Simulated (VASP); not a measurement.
# Fe3Co (P4/mmm) in VASP: a series of runs, part 2 of 2

VASP 6.6.1. The steps go on from the part before.

### Step 3. Single point, LDA, collinear spin, ferromagnetic start

This run uses another cell than the first one, of 10.36 Å³/atom.

Input file INCAR:

```
SYSTEM = Fe3Co
PREC = Accurate ; ENCUT = 520
EDIFF = 1E-7 ; ISMEAR = 0
SIGMA = 0.15 ; LREAL = .False.
LASPH = .True. ; NELM = 150
ALGO = Normal ; ISIF = 2
LWAVE = .False. ; LCHARG = .False.
ISPIN = 2 ; MAGMOM = 2.34 2.66 2.66 1.9
LORBIT = 11 ; LMAXMIX = 4
GGA = CA ; NBANDS = 28
```

Input file KPOINTS:

```
Automatic mesh
0
Gamma
  10 10 14
  0 0 0
```

Input file POSCAR:

```
Fe3Co
1.0
    3.9780000000      0.0000000000      0.0000000000
    0.0000000000      3.9780000000      0.0000000000
    0.0000000000      0.0000000000      2.6182000000
Fe Co
3 1
Direct
    0.5000000000      0.5000000000      0.0000000000
    0.5000000000      0.0000000000      0.5000000000
    0.0000000000      0.5000000000      0.5000000000
    0.0000000000      0.0000000000      0.0000000000
```

Potentials or basis: VASP PAW LDA potentials, release 64 (Fe, Co).

On the command line:

```
$ cat potpaw_LDA.64/Fe/POTCAR potpaw_LDA.64/Co/POTCAR > POTCAR
$ mpirun -np 1 vasp_std > vasp.out
```

OUTCAR:

```text
SYSTEM = Fe3Co
   PREC = Accurate
   ENCUT = 520
   EDIFF = 1E-7
   ISMEAR = 0
   LREAL = .False.
   LASPH = .True.
   NELM = 150
   ISIF = 2
   ISPIN = 2
   LORBIT = 11
   GGA = CA

 ion  position               nearest neighbor table
   1  0.500  0.500  0.000-   2 2.38   3 2.38   2 2.38   3 2.38   2 2.38   2 2.38   3 2.38   3 2.38
                             4 2.81   4 2.81   4 2.81   4 2.81
   2  0.500  0.000  0.500-   1 2.38   4 2.38   1 2.38   4 2.38   1 2.38   1 2.38   4 2.38   4 2.38
                             3 2.81   3 2.81   3 2.81   3 2.81
   3  0.000  0.500  0.500-   1 2.38   4 2.38   1 2.38   4 2.38   4 2.38   4 2.38   1 2.38   1 2.38
                             2 2.81   2 2.81   2 2.81   2 2.81
   4  0.000  0.000  0.000-   2 2.38   3 2.38   2 2.38   3 2.38   3 2.38   3 2.38   2 2.38   2 2.38
                             1 2.81   1 2.81   1 2.81   1 2.81

  LATTYP: Found a simple tetragonal cell.
 ALAT       =     3.9780000000
 C/A-ratio  =     0.6581699346

  Lattice vectors:

 A1 = (   3.9780000000,   0.0000000000,   0.0000000000)
 A2 = (   0.0000000000,   3.9780000000,   0.0000000000)
 A3 = (   0.0000000000,   0.0000000000,   2.6182000000)

Analysis of symmetry for initial positions (statically):
=====================================================================
[... 1699 lines left out ...]
  -------------------------------------------------------------------------------------
  Total       -0.0968958     -0.0968958      2.5619078      0.0000000      0.0000000      0.0000000
  in kB       -3.7469936     -3.7469936     99.0698962      0.0000000      0.0000000      0.0000000
  external PRESSURE =      30.5253030 kB  Pullay stress =       0.0000000 kB

 VOLUME and BASIS-vectors are now :
 -----------------------------------------------------------------------------
  energy-cutoff  :      520.00
  volume of cell :       41.43
      direct lattice vectors                 reciprocal lattice vectors
     3.978000000  0.000000000  0.000000000     0.251382604  0.000000000  0.000000000
     0.000000000  3.978000000  0.000000000     0.000000000  0.251382604  0.000000000
     0.000000000  0.000000000  2.618200000     0.000000000  0.000000000  0.381941792

 POSITION                                       TOTAL-FORCE (eV/Angst)
 -----------------------------------------------------------------------------------
      1.98900      1.98900      0.00000         0.000000      0.000000      0.000000
      1.98900      0.00000      1.30910         0.000000      0.000000      0.000000
      0.00000      1.98900      1.30910         0.000000      0.000000      0.000000
      0.00000      0.00000      0.00000         0.000000      0.000000      0.000000
 -----------------------------------------------------------------------------------
    total drift:                                0.000000      0.000000     -0.000000

  FREE ENERGIE OF THE ION-ELECTRON SYSTEM (eV)
  ---------------------------------------------------
  free  energy   TOTEN  =       -35.6564025831 eV

  energy  without entropy=      -35.6050911990  energy(sigma->0) =      -35.63074689

 total charge

# of ion       s       p       d       tot
------------------------------------------
    1        0.529   0.606   6.359   7.495
    2        0.523   0.613   6.310   7.446
    3        0.523   0.613   6.310   7.446
    4        0.528   0.601   7.321   8.450
--------------------------------------------------
tot          2.103   2.433  26.300  30.836

 magnetization (x)

# of ion       s       p       d       tot
------------------------------------------
    1       -0.005  -0.025   2.025   1.995
    2       -0.006  -0.028   2.305   2.270
    3       -0.006  -0.028   2.305   2.270
    4       -0.013  -0.036   1.629   1.580
--------------------------------------------------
tot         -0.031  -0.117   8.264   8.116
```

OSZICAR:

```text
N       E                     dE             d eps       ncg     rms          rms(c)
DAV:   1     0.236930160875E+03    0.23693E+03   -0.13776E+04 19160   0.158E+03
DAV:   2    -0.254305133243E+02   -0.26236E+03   -0.24556E+03 18820   0.319E+02
DAV:   3    -0.398992147431E+02   -0.14469E+02   -0.13381E+02 20072   0.107E+02
[... 12 lines left out ...]
DAV:  16    -0.356564092418E+02   -0.19014E-03   -0.17006E-04 21084   0.235E-01    0.653E-02
DAV:  17    -0.356564024904E+02    0.67514E-05   -0.38008E-05 25236   0.102E-01    0.359E-02
DAV:  18    -0.356564025441E+02   -0.53713E-07   -0.14146E-05 29872   0.531E-02    0.103E-02
DAV:  19    -0.356564026180E+02   -0.73932E-07   -0.20212E-06 21916   0.161E-02    0.457E-03
DAV:  20    -0.356564025831E+02    0.34909E-07   -0.17925E-07 11784   0.790E-03
   1 F= -.35656403E+02 E0= -.35630747E+02  d E =-.513114E-01  mag=     8.2364
```

Wall time 6.3 min (1 thread of Intel Xeon Platinum 8259CL at 2.50GHz (Skylake/Cascade Lake), shared host); peak memory 0.36 GiB.

Results:

```yaml
Free_energy: -35.6564 eV
Pressure: 3.1 GPa
Net_moment: 8.24 μB per cell
Site_moments: Fe +2.00, +2.27 (each value once); Co +1.58 μB
Valence_electrons_inside_the_program's_atomic_spheres: Fe 7.50, 7.45 (each value once); Co 8.45
```

Caveat: the stress differs along the axes, from -0 to 10 GPa.
